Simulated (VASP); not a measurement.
A run of VASP 6.6.1 is set up as follows.

File INCAR:

```
SYSTEM = PbSe
PREC     = Accurate       ! precision mode
ENCUT    = 600            ! plane-wave cutoff, eV
EDIFF    = 1E-7           ! SCF threshold, eV
ISMEAR   = -1             ! smearing method
SIGMA    = 0.05           ! smearing width, eV
LREAL    = .False.        ! projectors in reciprocal space
LASPH    = .True.         ! aspherical terms in the spheres
NELM     = 60             ! most SCF steps
ALGO     = Normal         ! electronic algorithm
ISIF     = 3              ! what is computed and relaxed
LWAVE    = .False.        ! write WAVECAR
LCHARG   = .False.        ! write CHGCAR
GGA      = RE             ! functional
IVDW     = 13             ! dispersion correction
IBRION   = 2              ! ionic algorithm
NSW      = 60             ! ionic steps
EDIFFG   = -0.01          ! ionic threshold
```

File KPOINTS:

```
Automatic mesh
0
Gamma
  7 7 7
  0 0 0
```

POSCAR

```
PbSe
1.0
    3.7843220000      0.0000000000      0.0000000000
    0.0000000000      3.7843220000      0.0000000000
    0.0000000000      0.0000000000      3.7843220000
Pb Se
1 1
Direct
    0.0000000000      0.0000000000      0.0000000000
    0.5000000000      0.5000000000      0.5000000000
```

Potentials or basis: VASP PAW PBE potentials, release 64 (Pb_d, Se).

The run is started by

```bash
$ cat potpaw_PBE.64/Pb_d/POTCAR potpaw_PBE.64/Se/POTCAR > POTCAR
$ mpirun -np 1 vasp_std > vasp.out
```

Q: What does it give for the relaxed volume?

A: 25.81 Å³/atom.

Q: What does it give for the relaxed cell?

A: a = 3.723 Å, b = 3.723 Å, c = 3.723 Å, α = 90.00°, β = 90.00°, γ = 90.00°.

Q: Predict the dispersion energy per atom.

A: -0.692 eV.

Final structure:
```yaml
crystal:
  lattice:
    - [3.72338, 0.00000, 0.00000]
    - [0.00000, 3.72338, 0.00000]
    - [0.00000, 0.00000, 3.72338]
  atoms:
    - { symbol: Pb, position: [0.00000, 0.00000, 0.00000] }
    - { symbol: Se, position: [0.50000, 0.50000, 0.50000] }
```

Caveat: the PAW data sets were made with another functional, which shifts forces and pressure a little; pairwise dispersion overbinds metals, which lowers pressure and volume.
